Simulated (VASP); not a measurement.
# Ru: single point with PBE

Ru:

```xyz
1
Lattice="-0.0667 1.8956 1.8956 1.8956 -0.0667 1.8956 1.8956 1.8956 -0.0667" Properties=species:S:1:pos:R:3 pbc="T T T"
Ru    0.0000    0.0000    0.0000
```

* Program: VASP 6.6.1
* Task: single point
* Functional: PBE
* Potentials or basis: VASP PAW PBE potentials, release 64 (Ru_pv)
* Cutoff: 520 eV
* k mesh: 20 × 20 × 20
* Occupations: gaussian, width 0.15 eV
* Spin: no spin polarisation
* Dipole correction: no
* Further INCAR settings: ALGO = Fast; EDIFF = 1e-06; NBANDS = 13

```
Pressure               : -9.3 GPa
Band gap on the k mesh : zero (band 7 reaches 13.82 eV, above the bottom of band 8 at 10.61 eV)
```

Stress tensor (GPa, compression positive):
```
-9.26  7.45  7.45
 7.45 -9.26  7.45
 7.45  7.45 -9.26
```

Levels at points of the mesh, in eV from the Fermi level:
```
           k point  band 4  band 5  band 6  band 7  band 8  band 9  band 10  band 11
(0.00, 0.00, 0.00)   -7.59   -2.66   -2.66   -1.90   -0.09   -0.09    10.61    15.05
(0.50, 0.00, 0.00)   -5.68   -2.85   -2.05    0.81    1.30    1.73     9.18    10.61
(0.50, 0.50, 0.00)   -5.92   -5.48    1.46    2.02    2.15    3.51    10.60    12.48
(0.50, 0.50, 0.50)   -5.69   -2.63   -2.63    1.55    1.74    1.74    10.18    10.61
```

Wall time 60 s on 1 thread of Intel(R) Xeon(R) Platinum 8488C (Sapphire Rapids), on a shared host, peak memory 0.24 GiB.
